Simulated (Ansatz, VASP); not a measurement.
## SiC in VASP and in Ansatz

Contents of INCAR:

```
SYSTEM = SiC
PREC = Accurate ; ENCUT = 520
EDIFF = 1E-7 ; ISMEAR = 0
SIGMA = 0.05 ; LREAL = .FALSE.
LASPH = .TRUE. ; NELM = 80
ALGO = Normal ; ISIF = 2
LWAVE = .FALSE. ; LCHARG = .TRUE.
GGA = PE ; LELF = .TRUE.
LVHAR = .TRUE. ; NBANDS = 26
```

KPOINTS

```
regular mesh
0
G
  12 12 4
  0 0 0
```

The input POSCAR:

```
SiC
1.0
    3.0756941497      0.0000000000      0.0000000000
   -1.5378470748      2.6636292679      0.0000000000
    0.0000000000      0.0000000000     10.0706464800
Si C
4 4
Direct
    0.6338725279      0.4229285865      0.9378419800
    0.3333333333      0.6666666667      0.4378419800
    0.0000000000      0.0000000000      0.6878943800
    0.0000000000      0.0000000000      0.1878943800
    0.6666666667      0.3333333333      0.7498025900
    0.3333333333      0.6666666667      0.2498025900
    0.0000000000      0.0000000000      0.5004600500
    0.0000000000      0.0000000000      0.0004600500
```

Input for Ansatz:

```yaml
crystal:
  lattice:
    - [3.0756941497, 0.0, 0.0]
    - [-1.5378470748, 2.6636292679, 0.0]
    - [0.0, 0.0, 10.07064648]
  atoms:
    - { symbol: Si, position: [0.6338725279, 0.4229285865, 0.93784198] }
    - { symbol: Si, position: [0.3333333333, 0.6666666667, 0.43784198] }
    - { symbol: Si, position: [0.0, 0.0, 0.68789438] }
    - { symbol: Si, position: [0.0, 0.0, 0.18789438] }
    - { symbol: C, position: [0.6666666667, 0.3333333333, 0.74980259] }
    - { symbol: C, position: [0.3333333333, 0.6666666667, 0.24980259] }
    - { symbol: C, position: [0.0, 0.0, 0.50046005] }
    - { symbol: C, position: [0.0, 0.0, 0.00046005] }
basis:
  ecutwfc: 420
kpoints:
  mp_grid: { grid: [12, 12, 4] }
hamiltonian:
  xc: pbe
scf:
  occupations: { method: gaussian, width: 0.05 }
output:
  forces: true
  stress: true
  eigenvalues: true
```

Alike in both runs: task single point; functional PBE; k mesh 12 × 12 × 4; occupations gaussian, width 0.05 eV; no spin polarisation.

|  | VASP | Ansatz |
| --- | --- | --- |
| version | VASP 6.6.1 | Ansatz 0.2.0 |
| potentials or method | VASP PAW PBE potentials, release 64 (Si, C), cutoff 520 eV | scalar-relativistic, plane waves, PAW |
| valence electrons in the cell | 32 | 32 |

```tsv
	VASP	Ansatz	Ansatz less VASP
gap on the k mesh at the Fermi level (eV)	1.28	1.28	+0.006
least direct gap on the mesh (eV)	2.80	2.81	+0.004
pressure (GPa)	6.6	6.7	+0.07
traceless stress, the component that is largest in VASP (GPa)	5.05	5.06	+0.004
rms of the force components (eV/Å)	1.535	1.535	+0.0002
```

Atom by atom the forces differ by 0.002 eV/Å (rms over components).
